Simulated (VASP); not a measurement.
# Ti (C2/c) in VASP: a series of runs

Ti is run at these levels: PBE; tasks: single point.

Program: VASP 6.6.1. These are calculated values, not measurements. Logs are shortened: lines on timing, memory, paths and dates and some standing lists are left out, and cuts for length are marked.

## (1) The cell of the first run

The structure is monoclinic, space group C2/c (No. 15). The conventional cell has a = 2.950 Å, b = 5.110 Å, c = 4.686 Å, α = 90.00°, β = 90.29°, γ = 90.00°. Within 3.8 Å of Ti (site symmetry 2) lie 12 Ti at 2.89 to 2.95 Å.

## (2) Single point, PBE (strain +0.0050 x Voigt [0, 0, 0, 0, 1, 0])

File INCAR:

```
ALGO     = Fast           # electronic algorithm
EDIFF    = 1E-7           # SCF threshold, eV
ENCUT    = 520            # plane-wave cutoff, eV
GGA      = PE             # functional
ISIF     = 2              # what is computed and relaxed
ISMEAR   = 0              # smearing method
LASPH    = T              # aspherical terms in the spheres
LCHARG   = T              # write CHGCAR
LELF     = T              # ELF
LREAL    = F              # projectors in reciprocal space
LVHAR    = T            
LWAVE    = F              # write WAVECAR
NBANDS   = 19             # bands
NELM     = 80             # most SCF steps
PREC     = Accurate       # precision mode
SIGMA    = 0.15           # smearing width, eV
```

File KPOINTS:

```
k-points
0
Gamma
  18 18 10
```

File POSCAR:

```
Ti
1.0
    2.9499978604      0.0000000000      0.0073749947
   -1.4749989302      2.5547730882     -0.0036874973
    0.0117150000      0.0000000000      4.6860000000
Ti
2
Direct
    0.3333333333      0.6666666667      0.2500000000
    0.6666666667      0.3333333333      0.7500000000
```

Potentials or basis: VASP PAW PBE potentials, release 64 (Ti_sv).

On the command line:

```console
cat potpaw_PBE.64/Ti_sv/POTCAR > POTCAR
mpirun -np 1 vasp_std > vasp.out
```

OUTCAR:

```text
EDIFF = 1E-7
   ENCUT = 520
   GGA = PE
   ISIF = 2
   ISMEAR = 0
   LASPH = T
   LREAL = F
   NELM = 80
   PREC = Accurate

 ion  position               nearest neighbor table
   1  0.333  0.667  0.250-   2 2.89   2 2.89   2 2.90   2 2.90   2 2.90   2 2.90
   2  0.667  0.333  0.750-   1 2.89   1 2.89   1 2.90   1 2.90   1 2.90   1 2.90

  LATTYP: Found a base centered monoclinic cell.
 ALAT       =     2.9500070791
 B/A-ratio  =     1.7320453949
 C/A-ratio  =     1.5884757284
 COS(beta)  =    -0.0049999688

  Lattice vectors:

 A1 = (  -1.4749989302,   2.5547730882,  -0.0036874973)
 A2 = (  -1.4749989302,  -2.5547730882,  -0.0036874974)
 A3 = (   0.0117150000,   0.0000000000,   4.6860000000)

Analysis of symmetry for initial positions (statically):
=====================================================================
 Subroutine PRICEL returns:
 Original cell was already a primitive cell.

 Routine SETGRP: Setting up the symmetry group for a
 base centered monoclinic supercell.

 Subroutine GETGRP returns: Found  4 space group operations
 (whereof  2 operations were pure point group operations)
 out of a pool of  4 trial point group operations.

The static configuration has the point symmetry S_2 .
 The point group associated with its full space group is C_2h.

Analysis of symmetry for dynamics (positions and initial velocities):
=====================================================================
 Subroutine PRICEL returns:
 Original cell was already a primitive cell.

 Routine SETGRP: Setting up the symmetry group for a
 base centered monoclinic supercell.

 Subroutine GETGRP returns: Found  4 space group operations
 (whereof  2 operations were pure point group operations)
 out of a pool of  4 trial point group operations.

The dynamic configuration has the point symmetry S_2 .
 The point group associated with its full space group is C_2h.

 Subroutine INISYM returns: Found  4 space group operations
 (whereof  2 operations are pure point group operations),
 and found     1 'primitive' translations

----------------------------------------------------------------------------------------

                                     Primitive cell

  volume of cell :      35.3162

  direct lattice vectors                    reciprocal lattice vectors
     2.949997860  0.000000000  0.007374995     0.338985415  0.195712098 -0.000847464
    -1.474998930  2.554773088 -0.003687497     0.000000000  0.391424195  0.000000000
     0.011715000  0.000000000  4.686000000    -0.000533507 -0.000000000  0.213402956

  length of vectors
     2.950007079  2.950000165  4.686014644     0.391426947  0.391424195  0.213403623

  position of ions in fractional coordinates (direct lattice)
     0.333333333  0.666666667  0.250000000
     0.666666667  0.333333333  0.750000000

  ion indices of the primitive-cell ions
   primitive index   ion index
                 1           1
                 2           2

----------------------------------------------------------------------------------------

 KPOINTS: k-points

Automatic generation of k-mesh.
 Grid dimensions read from file:
 generate k-points for:   18   18   10

 Generating k-lattice:

  Cartesian coordinates                     Fractional coordinates (reciprocal lattice)
     0.018832523  0.010872894 -0.000047081     0.055555556 -0.000000000  0.000000000
     0.000000000  0.021745789  0.000000000     0.000000000  0.055555556  0.000000000
    -0.000053351 -0.000000000  0.021340296     0.000000000  0.000000000  0.100000000

  Length of vectors
     0.021745942  0.021745789  0.021340362

  Shift w.r.t. Gamma in fractional coordinates (k-lattice)
     0.000000000  0.000000000  0.000000000

 Subroutine IBZKPT returns following result:
 ===========================================

 Found    866 irreducible k-points:

 Following reciprocal coordinates:
            Coordinates               Weight
  0.000000  0.000000  0.000000      1.000000
  0.055556  0.000000 -0.000000      4.000000
  0.111111  0.000000 -0.000000      4.000000
  0.166667  0.000000 -0.000000      4.000000
  0.222222 -0.000000 -0.000000      4.000000
  0.277778 -0.000000  0.000000      4.000000
[... 16 lines left out ...]
 -0.333333  0.055556  0.000000      4.000000
 -0.277778  0.055556  0.000000      4.000000
 [... further k-points ...]
   k-points           NKPTS =    866   k-points in BZ     NKDIM =    866   number of bands    NBANDS=     19
   number of dos      NEDOS =    301   number of ions     NIONS =      2
   total plane-waves  NPLWV =  20736
   dimension x,y,z NGX =    24 NGY =   24 NGZ =   36
   dimension x,y,z NGXF=    48 NGYF=   48 NGZF=   72
   ions per type =               2
   NGX,Y,Z   is equivalent  to a cutoff of  13.53, 13.53, 12.77 a.u.
   NGXF,Y,Z  is equivalent  to a cutoff of  27.05, 27.05, 25.54 a.u.
 SYSTEM =  unknown system
   PREC   = accura    normal or accurate (medium, high low for compatibility)
   ISTART =      0    job   : 0-new  1-cont  2-samecut
   ICHARG =      2    charge: 1-file 2-atom 10-const
   ISPIN  =      1    spin polarized calculation?
   LNONCOLLINEAR =      F non collinear calculations
   LSORBIT =      F    spin-orbit coupling
   LASPH  =      T    aspherical Exc in radial PAW
   ENCUT  =  520.0 eV  38.22 Ry    6.18 a.u.   5.49  5.49  8.71*2*pi/ulx,y,z
   NELM   =     80;   NELMIN=  2; NELMDL= -5     # of ELM steps
   EDIFF  = 0.1E-06   stopping-criterion for ELM
   LREAL  =      F    real-space projection
   EDIFFG = 0.1E-05   stopping-criterion for IOM
   NSW    =      0    number of steps for IOM
   IBRION =     -1    ionic relax: 0-MD 1-quasi-New 2-CG
   NFREE  =      0    steps in history (QN), initial steepest desc. (CG)
   ISIF   =      2    stress and relaxation
   ISYM   =      2    0-nonsym 1-usesym 2-fastsym
   POTIM  = 0.5000    time-step for ionic-motion
   TEBEG  =    0.0;   TEEND  =   0.0 temperature during run
   PSTRESS=    0.0 pullay stress
   NELECT =      24.0000    total number of electrons
   NUPDOWN=      -1.0000    fix difference up-down
   EMIN   =  10.00;   EMAX   =-10.00  energy-range for DOS
   EFERMI =   0.00;   METHOD = LEGACY
   ISMEAR =     0;   SIGMA  =   0.15  broadening in eV -4-tet -1-fermi 0-gaus
   EFERMI_NEDOS =   21; number of points for ismear=-14 and -15
   IALGO  =     68    algorithm
   IMIX   =      4    mixing-type and parameters
     AMIX     =   0.40;   BMIX     =  1.00
     AMIX_MAG =   1.60;   BMIX_MAG =  1.00
  volume/ion in A,a.u.               =      17.66       119.16
  Fermi-wavevector in a.u.,A,eV,Ry     =   1.439309  2.719900 28.185971  2.071610
  Thomas-Fermi vector in A             =   2.558179
   LORBIT       =      0    0 simple, 1 ext, 2 COOP (PROOUT), +10 PAW based schemes
   GGA     = PE    functional components
   LHFCALC =     F    Hartree Fock is set to
   AEXX    =    0.0000 exact exchange contribution
   IVDW    =     0    specifies the selected vdW correction
   LEPSILON=     F    determine dielectric tensor
   LRPA    =     F    only Hartree local field effects (RPA)
 non-spin polarized calculation
 RMM-DIIS sequential band-by-band and
 Gauss-broadening in eV      SIGMA  =   0.15
  energy-cutoff  :      520.00
  volume of cell :       35.32
 maximum number of plane-waves:       981
 NGX is ok and might be reduce to    24
   NGX = 11   NGY = 11   NGZ = 17

 number of electron      24.0000001 magnetization

 Free energy of the ion-electron system (eV)
  ---------------------------------------------------
  ext. energy  EPLUGINS =         0.00000000
  ---------------------------------------------------
  free energy    TOTEN  =       -15.67984187 eV

  energy without entropy =      -15.65608114  energy(sigma->0) =      -15.66796151

 E-fermi :   8.1619     XC(G=0): -11.4197

 val. band max:        8.1615056519   @ k =   0.1667   0.3333   0.4000
 cond. band min:       8.1623546186   @ k =   0.5000  -0.3333   0.4000
 fundamental gap:      0.0008489667
 Fermi energy:         8.1619121090

 k-point     1 :       0.0000    0.0000    0.0000
  band No.  band energies     occupation
      1     -48.7237      2.00000
      2     -48.5973      2.00000
      3     -25.2906      2.00000
      4     -24.6805      2.00000
      5     -24.6805      2.00000
      6     -24.6237      2.00000
[... 11 lines left out ...]
     18       9.7718      0.00000
     19      11.2521      0.00000

 k-point     2 :       0.0556    0.0000   -0.0000
  band No.  band energies     occupation
      1     -48.7209      2.00000
      2     -48.5961      2.00000
      3     -25.2842      2.00000
      4     -24.6938      2.00000
      5     -24.6850      2.00000
      6     -24.6264      2.00000
[... 11 lines left out ...]
     18       9.7234      0.00000
     19      11.2779      0.00000

 k-point     3 :       0.1111    0.0000   -0.0000
  band No.  band energies     occupation
      1     -48.7125      2.00000
      2     -48.5928      2.00000
      3     -25.2653      2.00000
      4     -24.7323      2.00000
      5     -24.6976      2.00000
      6     -24.6404      2.00000
[... 11 lines left out ...]
     18       9.6233      0.00000
     19      11.3425      0.00000

 k-point     4 :       0.1667    0.0000   -0.0000
  band No.  band energies     occupation
      1     -48.6995      2.00000
      2     -48.5880      2.00000
      3     -25.2352      2.00000
      4     -24.7916      2.00000
      5     -24.7165      2.00000
      6     -24.6997      2.00000
[... 407 lines left out ...]
     18      11.3273      0.00000
     19      11.5965      0.00000

 k-point    23 :      -0.3333    0.0556    0.0000
  band No.  band energies     occupation
      1     -48.6541      2.00000
      2     -48.5752      2.00000
      3     -25.1217      2.00000
      4     -24.9800      2.00000
      5     -24.8877      2.00000
      6     -24.7745      2.00000
[... 11 lines left out ...]
     18      10.8893      0.00000
     19      11.5624      0.00000

 k-point    24 :      -0.2778    0.0556    0.0000
  band No.  band energies     occupation
      1     -48.6725      2.00000
      2     -48.5795      2.00000
      3     -25.1694      2.00000
      4     -24.9040      2.00000
      5     -24.8230      2.00000
      6     -24.7463      2.00000
[... 11 lines left out ...]
     18      10.4780      0.00000
     19      11.5139      0.00000

 [... further k-points ...]

------------------------ aborting loop because EDIFF is reached ----------------------------------------

  FORCE on cell =-STRESS in cart. coord.  units (eV):
  Direction    XX          YY          ZZ          XY          YZ          ZX
  --------------------------------------------------------------------------------------
  -------------------------------------------------------------------------------------
  Total       -0.4259646     -0.4264971     -0.5282856      0.0000000     -0.0000000     -0.0457355
  in kB      -19.3245988    -19.3487547    -23.9665619      0.0000000     -0.0000000     -2.0748680
  external PRESSURE =     -20.8799718 kB  Pullay stress =       0.0000000 kB

 VOLUME and BASIS-vectors are now :
 -----------------------------------------------------------------------------
  energy-cutoff  :      520.00
  volume of cell :       35.32
      direct lattice vectors                 reciprocal lattice vectors
     2.949997860  0.000000000  0.007374995     0.338985415  0.195712098 -0.000847464
    -1.474998930  2.554773088 -0.003687497     0.000000000  0.391424195  0.000000000
     0.011715000  0.000000000  4.686000000    -0.000533507 -0.000000000  0.213402956

 POSITION                                       TOTAL-FORCE (eV/Angst)
 -----------------------------------------------------------------------------------
      0.00293      1.70318      1.17150         0.000000      0.000033      0.000000
      1.48379      0.85159      3.51819        -0.000000     -0.000033     -0.000000
 -----------------------------------------------------------------------------------
    total drift:                                0.000000     -0.000000      0.000000

  FREE ENERGIE OF THE ION-ELECTRON SYSTEM (eV)
  ---------------------------------------------------
  free  energy   TOTEN  =       -15.6798418737 eV

  energy  without entropy=      -15.6560811382  energy(sigma->0) =      -15.66796151
```

It took 45 min on 1 thread of Oxide Virtual Turin-like, shared host; peak memory 0.5 GiB.

Results:

| Property | Result |
| --- | --- |
| Free energy | -15.6798 eV |
| Pressure | -2.1 GPa |
| Band gap on the k mesh | zero (bands 12 and 13 overlap by 1.10 eV) |

Levels at points of the mesh, in eV from the Fermi level:
| k point | band 8 | band 9 | band 10 | band 11 | band 12 | band 13 | band 14 | band 15 | band 16 | band 17 |
| --- | --- | --- | --- | --- | --- | --- | --- | --- | --- | --- |
| (0.00, 0.00, 0.00) | -32.75 | -6.17 | -2.65 | 0.70 | 0.77 | 0.77 | 0.86 | 1.25 | 1.25 | 1.61 |
| (0.50, 0.00, 0.00) | -32.82 | -2.32 | -2.11 | -1.80 | -0.63 | 0.49 | 0.60 | 1.14 | 3.28 | 3.49 |
| (0.00, 0.50, 0.00) | -32.82 | -2.32 | -2.11 | -1.80 | -0.63 | 0.49 | 0.61 | 1.14 | 3.28 | 3.49 |
| (0.00, 0.00, 0.50) | -32.79 | -4.34 | -4.34 | 0.07 | 0.07 | 0.68 | 0.68 | 0.68 | 0.68 | 2.73 |
| (0.50, 0.00, 0.50) | -32.90 | -2.50 | -2.49 | -0.81 | -0.79 | 1.26 | 1.31 | 1.70 | 1.71 | 3.41 |
| (0.00, 0.50, 0.50) | -32.90 | -2.50 | -2.50 | -0.80 | -0.80 | 1.29 | 1.29 | 1.71 | 1.71 | 3.41 |

Caveat: the cell differs from its parent crystal (strain +0.0050 x Voigt [0, 0, 0, 0, 1, 0]).

(Part 1 of 2 ends here.)
